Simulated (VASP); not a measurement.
**SiO2: single point with r2SCAN**

The system is SiO2.

```xyz
12
Lattice="5.2441 0.0000 0.0000 0.0000 5.2441 0.0000 0.0000 0.0000 7.4098" Properties=species:S:1:pos:R:3 pbc="T T T"
Si    1.2560    1.2560    0.0000
Si    1.3661    3.8780    5.5574
Si    3.8780    1.3661    1.8525
Si    3.9881    3.9881    3.7049
O     2.7412    3.9308    4.7213
O     2.5029    1.3133    1.0164
O     3.9308    2.7412    2.6886
O     1.3088    5.1250    6.5737
O     1.3133    2.5029    6.3935
O     0.1191    3.9354    4.5410
O     5.1250    1.3088    0.8361
O     3.9354    0.1191    2.8688
```

```json
{
 "Program": "VASP 6.6.1",
 "Task": "single point",
 "Functional": "r2SCAN",
 "Potentials or basis": "VASP PAW PBE potentials, release 64 (Si, O)",
 "Cutoff": "520 eV",
 "k mesh": "6 × 6 × 4",
 "Occupations": "gaussian, width 0.02 eV",
 "Spin": "no spin polarisation",
 "Dipole correction": "no",
 "Further INCAR settings": "ALGO = Normal; EDIFF = 1e-07; NBANDS = 44"
}
```

The pressure is -1.9 GPa and the largest force is 0.014 eV/Å. The band gap on the k mesh is 6.03 eV.

Forces in eV/Å, atoms in the order of the input:
```
Si  -0.010 -0.010  0.000
Si   0.010 -0.010  0.000
Si  -0.010  0.010  0.000
Si   0.010  0.010  0.000
O   -0.006 -0.005  0.000
O    0.006  0.005  0.000
O   -0.005 -0.006  0.000
O   -0.005  0.006  0.000
O    0.005  0.006  0.000
O   -0.006  0.005  0.000
O    0.006 -0.005  0.000
O    0.005 -0.006  0.000
```

Levels at points of the mesh, in eV from the valence-band top:
```
           k point  band 29  band 30  band 31  band 32  band 33  band 34  band 35  band 36
(0.00, 0.00, 0.00)    -0.66    -0.02    -0.02     0.00     6.03     8.95     8.95     9.63
(0.50, 0.00, 0.00)    -0.72    -0.72    -0.25    -0.25     7.89     7.89     9.58     9.58
(0.50, 0.50, 0.00)    -0.65    -0.65    -0.65    -0.65     8.94     8.94     8.95     8.95
(0.00, 0.00, 0.50)    -0.39    -0.39    -0.37    -0.37     7.06     7.06     9.63     9.63
(0.50, 0.00, 0.50)    -0.99    -0.99    -0.01    -0.01     8.41     8.41     8.64     8.64
(0.50, 0.50, 0.50)    -0.79    -0.79    -0.79    -0.79     9.28     9.28     9.28     9.28
```

Wall time 18 min on 1 thread of Intel(R) Xeon(R) Platinum 8259CL CPU @ 2.50GHz (Skylake/Cascade Lake), on a shared host, peak memory 0.43 GiB.

Caveat: the PAW data sets were made with another functional, which shifts forces and pressure a little. A k mesh can miss the band edges.
